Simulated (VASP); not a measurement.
# Cs (I4/mmm) in VASP: further runs

The runs below take Cs through single point, with PBE.

All numbers are computed with VASP 6.6.1; they aren't measurements. Logs are shortened: lines on timing, memory, paths and dates and some standing lists are left out, and cuts for length are marked.

### 1 The cell of the first run

Symmetry: I4/mmm, No. 139, tetragonal system. Conventional cell: a = 5.573 Å, b = 5.573 Å, c = 7.836 Å, α = 90.00°, β = 90.00°, γ = 90.00°.

### 2 Single point, PBE (biaxial strain in the a-b plane: +3.0 %)

Input file INCAR:

```
PREC     = Accurate       # precision mode
ENCUT    = 520            # plane-wave cutoff, eV
EDIFF    = 1E-6           # SCF threshold, eV
ISMEAR   = 0              # smearing method
SIGMA    = 0.1            # smearing width, eV
LREAL    = False          # projectors in reciprocal space
LASPH    = True           # aspherical terms in the spheres
NELM     = 100            # most SCF steps
ALGO     = Fast           # electronic algorithm
ISIF     = 2              # what is computed and relaxed
LWAVE    = False          # write WAVECAR
LCHARG   = True           # write CHGCAR
GGA      = PE             # functional
LELF     = True           # ELF
LVHAR    = True         
NBANDS   = 16             # bands
```

Input file KPOINTS:

```
Automatic mesh
0
Gamma
  8 8 6
```

Input file POSCAR:

```
Cs
1.0
    5.5733622765      0.0000000000      0.0000000000
    0.0000000000      5.5733622765      0.0000000000
    0.0000000000      0.0000000000      7.8358705743
Cs
2
Direct
    0.0000000000      0.0000000000      0.0000000000
    0.5000000000      0.5000000000      0.5000000000
```

Potentials or basis: VASP PAW PBE potentials, release 64 (Cs_sv).

Run with:

```
> cat potpaw_PBE.64/Cs_sv/POTCAR > POTCAR
> mpirun -np 1 vasp_std > vasp.out
```

OUTCAR:

```text
PREC = Accurate
   ENCUT = 520
   EDIFF = 1E-6
   ISMEAR = 0
   LREAL = False
   LASPH = True
   NELM = 100
   ISIF = 2
   GGA = PE

 ion  position               nearest neighbor table
   1  0.000  0.000  0.000-
   2  0.500  0.500  0.500-

  LATTYP: Found a simple tetragonal cell.
 ALAT       =     5.5733622765
 C/A-ratio  =     1.4059503376

  Lattice vectors:

 A1 = (   5.5733622765,   0.0000000000,   0.0000000000)
 A2 = (   0.0000000000,   5.5733622765,   0.0000000000)
 A3 = (   0.0000000000,   0.0000000000,   7.8358705743)

Analysis of symmetry for initial positions (statically):
=====================================================================
 Subroutine PRICEL returns following result:

  LATTYP: Found a body centered tetragonal cell.
 ALAT       =     5.5733622765
 C/A-ratio  =     1.4059503376

  Lattice vectors:

 A1 = (  -2.7866811382,  -2.7866811382,  -3.9179352871)
 A2 = (   2.7866811382,   2.7866811382,  -3.9179352872)
 A3 = (   2.7866811382,  -2.7866811382,   3.9179352872)

   2 primitive cells build up your supercell.

 Routine SETGRP: Setting up the symmetry group for a
 simple tetragonal supercell.

 Subroutine GETGRP returns: Found 16 space group operations
 (whereof 16 operations were pure point group operations)
 out of a pool of 16 trial point group operations.

The static configuration has the point symmetry D_4h.

Analysis of symmetry for dynamics (positions and initial velocities):
=====================================================================
 Subroutine PRICEL returns following result:

  LATTYP: Found a body centered tetragonal cell.
 ALAT       =     5.5733622765
 C/A-ratio  =     1.4059503376

  Lattice vectors:

 A1 = (  -2.7866811382,  -2.7866811382,  -3.9179352871)
 A2 = (   2.7866811382,   2.7866811382,  -3.9179352872)
 A3 = (   2.7866811382,  -2.7866811382,   3.9179352872)

   2 primitive cells build up your supercell.

 Routine SETGRP: Setting up the symmetry group for a
 simple tetragonal supercell.

 Subroutine GETGRP returns: Found 16 space group operations
 (whereof 16 operations were pure point group operations)
 out of a pool of 16 trial point group operations.

The dynamic configuration has the point symmetry D_4h.

[... 90 lines left out ...]
   ISPIN  =      1    spin polarized calculation?
   LNONCOLLINEAR =      F non collinear calculations
   LSORBIT =      F    spin-orbit coupling
   LASPH  =      T    aspherical Exc in radial PAW
   ENCUT  =  520.0 eV  38.22 Ry    6.18 a.u.  10.36 10.36 14.57*2*pi/ulx,y,z
   NELM   =    100;   NELMIN=  2; NELMDL= -5     # of ELM steps
   EDIFF  = 0.1E-05   stopping-criterion for ELM
   LREAL  =      F    real-space projection
   EDIFFG = 0.1E-04   stopping-criterion for IOM
   NSW    =      0    number of steps for IOM
   IBRION =     -1    ionic relax: 0-MD 1-quasi-New 2-CG
   NFREE  =      0    steps in history (QN), initial steepest desc. (CG)
   ISIF   =      2    stress and relaxation
   ISYM   =      2    0-nonsym 1-usesym 2-fastsym
   POTIM  = 0.5000    time-step for ionic-motion
   TEBEG  =    0.0;   TEEND  =   0.0 temperature during run
   PSTRESS=    0.0 pullay stress
   NELECT =      18.0000    total number of electrons
   NUPDOWN=      -1.0000    fix difference up-down
   EMIN   =  10.00;   EMAX   =-10.00  energy-range for DOS
   EFERMI =   0.00;   METHOD = LEGACY
   ISMEAR =     0;   SIGMA  =   0.10  broadening in eV -4-tet -1-fermi 0-gaus
   EFERMI_NEDOS =   21; number of points for ismear=-14 and -15
   IALGO  =     68    algorithm
   IMIX   =      4    mixing-type and parameters
     AMIX     =   0.40;   BMIX     =  1.00
     AMIX_MAG =   1.60;   BMIX_MAG =  1.00
  volume/ion in A,a.u.               =     121.70       821.27
  Fermi-wavevector in a.u.,A,eV,Ry     =   0.687161  1.298546  6.424535  0.472190
  Thomas-Fermi vector in A             =   1.767596
   LORBIT       =      0    0 simple, 1 ext, 2 COOP (PROOUT), +10 PAW based schemes
   GGA     = PE    functional components
   LHFCALC =     F    Hartree Fock is set to
   AEXX    =    0.0000 exact exchange contribution
   IVDW    =     0    specifies the selected vdW correction
   LEPSILON=     F    determine dielectric tensor
   LRPA    =     F    only Hartree local field effects (RPA)
 non-spin polarized calculation
 RMM-DIIS sequential band-by-band and
 Gauss-broadening in eV      SIGMA  =   0.10
  energy-cutoff  :      520.00
  volume of cell :      243.40
 maximum number of plane-waves:      6590
 NGX is ok and might be reduce to    42
   NGX = 21   NGY = 21   NGZ = 29

 number of electron      17.9999995 magnetization

 Free energy of the ion-electron system (eV)
  ---------------------------------------------------
  ext. energy  EPLUGINS =         0.00000000
  ---------------------------------------------------
  free energy    TOTEN  =        -1.70544628 eV

  energy without entropy =       -1.69265313  energy(sigma->0) =       -1.69904971

 E-fermi :   0.3078     XC(G=0):  -5.2663

 val. band max:        0.3025223934   @ k =   0.5000   0.0000   0.5000
 cond. band min:       0.3446416945   @ k =   0.5000   0.1250   0.3333
 fundamental gap:      0.0421193012
 Fermi energy:         0.3077601303

 k-point     1 :       0.0000    0.0000    0.0000
  band No.  band energies     occupation
      1     -23.5693      2.00000
      2     -23.5631      2.00000
      3     -10.4264      2.00000
      4     -10.3629      2.00000
      5     -10.3629      2.00000
      6     -10.3215      2.00000
[... 433 lines left out ...]
      3     -10.4114      2.00000
      4     -10.4114      2.00000
      5     -10.3589      2.00000
      6     -10.3589      2.00000
[... 8 lines left out ...]
     15       2.8937      0.00000
     16       2.8937      0.00000

 [... further k-points ...]

------------------------ aborting loop because EDIFF is reached ----------------------------------------

  FORCE on cell =-STRESS in cart. coord.  units (eV):
  Direction    XX          YY          ZZ          XY          YZ          ZX
  --------------------------------------------------------------------------------------
  -------------------------------------------------------------------------------------
  Total       -0.1012804     -0.1012804     -0.1239735      0.0000000      0.0000000     -0.0000000
  in kB       -0.6666752     -0.6666752     -0.8160513      0.0000000      0.0000000     -0.0000000
  external PRESSURE =      -0.7164672 kB  Pullay stress =       0.0000000 kB

 VOLUME and BASIS-vectors are now :
 -----------------------------------------------------------------------------
  energy-cutoff  :      520.00
  volume of cell :      243.40
      direct lattice vectors                 reciprocal lattice vectors
     5.573362277  0.000000000  0.000000000     0.179424906  0.000000000  0.000000000
     0.000000000  5.573362277  0.000000000     0.000000000  0.179424906  0.000000000
     0.000000000  0.000000000  7.835870574     0.000000000  0.000000000  0.127618239

 POSITION                                       TOTAL-FORCE (eV/Angst)
 -----------------------------------------------------------------------------------
      0.00000      0.00000      0.00000        -0.000000     -0.000000     -0.000000
      2.78668      2.78668      3.91794         0.000000      0.000000      0.000000
 -----------------------------------------------------------------------------------
    total drift:                                0.000000      0.000000     -0.000000

  FREE ENERGIE OF THE ION-ELECTRON SYSTEM (eV)
  ---------------------------------------------------
  free  energy   TOTEN  =        -1.7054462829 eV

  energy  without entropy=       -1.6926531298  energy(sigma->0) =       -1.69904971
```

OSZICAR:

```text
N       E                     dE             d eps       ncg     rms          rms(c)
DAV:   1     0.128873145213E+03    0.12887E+03   -0.57903E+03  1920   0.818E+02
DAV:   2     0.160472923637E+02   -0.11283E+03   -0.10743E+03  3016   0.144E+02
DAV:   3    -0.130460543408E+01   -0.17352E+02   -0.17269E+02  2472   0.587E+01
DAV:   4    -0.169882079333E+01   -0.39422E+00   -0.39415E+00  2456   0.104E+01
DAV:   5    -0.170182529036E+01   -0.30045E-02   -0.30044E-02  2624   0.920E-01    0.178E-01
RMM:   6    -0.170317806785E+01   -0.13528E-02   -0.25034E-03  1963   0.236E-01    0.124E-01
RMM:   7    -0.170530147413E+01   -0.21234E-02   -0.82038E-03  2013   0.394E-01    0.485E-02
RMM:   8    -0.170543125836E+01   -0.12978E-03   -0.49810E-04  2314   0.120E-01    0.539E-03
RMM:   9    -0.170544437533E+01   -0.13117E-04   -0.94434E-05  2710   0.431E-02    0.345E-03
RMM:  10    -0.170544667607E+01   -0.23007E-05   -0.24057E-05  2753   0.187E-02    0.204E-03
RMM:  11    -0.170544628292E+01    0.39315E-06   -0.52940E-06  2408   0.857E-03
   1 F= -.17054463E+01 E0= -.16990497E+01  d E =-.127932E-01
```

stdout:

```text
POSCAR found type information on POSCAR Cs
 POSCAR found :  1 types and       2 ions
 scaLAPACK will be used
 LDA part: xc-table for (Slater+PW92), standard interpolation
 POSCAR, INCAR and KPOINTS ok, starting setup
 FFT: planning ... GRIDC
 FFT: planning ... GRID_SOFT
 FFT: planning ... GRID
 WAVECAR not read
 entering main loop
```

Wall time 4 min (1 thread of AMD EPYC 7R43 (Zen 3), shared host); peak memory 0.37 GiB.

Results:

- Free energy: -1.7054 eV
- Pressure: -0.1 GPa
- Band gap on the k mesh: zero (bands 9 and 10 overlap by 1.62 eV)

Levels at points of the mesh, in eV from the Fermi level:
```csv
k point,band 7,band 8,band 9,band 10,band 11,band 12
"(0.00, 0.00, 0.00)",-10.63,-10.63,-1.61,0.32,1.07,1.38
"(0.50, 0.00, 0.00)",-10.65,-10.65,-0.19,-0.19,1.36,1.36
"(0.50, 0.50, 0.00)",-10.67,-10.67,0.31,0.31,1.08,1.08
"(0.00, 0.00, 0.50)",-10.65,-10.65,-0.84,-0.84,1.57,1.57
"(0.50, 0.00, 0.50)",-10.64,-10.64,-0.01,-0.01,0.72,0.72
"(0.50, 0.50, 0.50)",-10.67,-10.67,0.79,0.79,1.18,1.18
```

Caveat: the cell differs from its parent crystal (biaxial strain in the a-b plane: +3.0 %); spin-orbit coupling is left out, which moves the levels of the heavy elements.

### 3 Single point, PBE (strained)

Input file INCAR:

```
PREC     = Accurate       # precision mode
ENCUT    = 520            # plane-wave cutoff, eV
EDIFF    = 1E-6           # SCF threshold, eV
ISMEAR   = 0              # smearing method
SIGMA    = 0.1            # smearing width, eV
LREAL    = False          # projectors in reciprocal space
LASPH    = True           # aspherical terms in the spheres
NELM     = 80             # most SCF steps
ALGO     = Fast           # electronic algorithm
ISIF     = 2              # what is computed and relaxed
LWAVE    = False          # write WAVECAR
LCHARG   = False          # write CHGCAR
GGA      = PE             # functional
NBANDS   = 10             # bands
```

Input file KPOINTS:

```
regular mesh
0
Gamma
  12 12 12
```

Input file POSCAR:

```
Cs
1.0
   -2.7387176484      2.7387176484      4.0188587983
    2.7387176484     -2.7387176484      4.0188587983
    2.7387176484      2.7387176484     -4.0188587983
Cs
1
Direct
    0.0000000000      0.0000000000      0.0000000000
```

Potentials or basis: VASP PAW PBE potentials, release 64 (Cs_sv).

Run with:

```
> cat potpaw_PBE.64/Cs_sv/POTCAR > POTCAR
> mpirun -np 1 vasp_std > vasp.out
```

Run time: 4.6 min. Hardware: 1 thread of Intel Xeon 8259CL, shared host; peak memory 0.37 GiB.

It converged, with:

| Quantity | Value |
| --- | --- |
| Free energy | -0.8537 eV |
| Pressure | -0.1 GPa |
| Band gap on the k mesh | zero (an odd number of electrons rules out a gap without spin polarisation) |

Levels at points of the mesh, in eV from the Fermi level:
```tsv
k point	band 3	band 4	band 5	band 6	band 7	band 8
(0.00, 0.00, 0.00)	-10.62	-10.62	-1.62	2.36	2.47	2.47
(0.50, 0.00, 0.00)	-10.64	-10.63	-0.01	0.73	2.21	2.38
(0.50, 0.50, 0.00)	-10.67	-10.66	0.33	1.06	1.44	3.79
(0.50, 0.50, 0.50)	-10.66	-10.66	0.26	1.12	1.24	4.00
```

Caveat: the cell differs from its parent crystal (strained); spin-orbit coupling is left out, which moves the levels of the heavy elements.
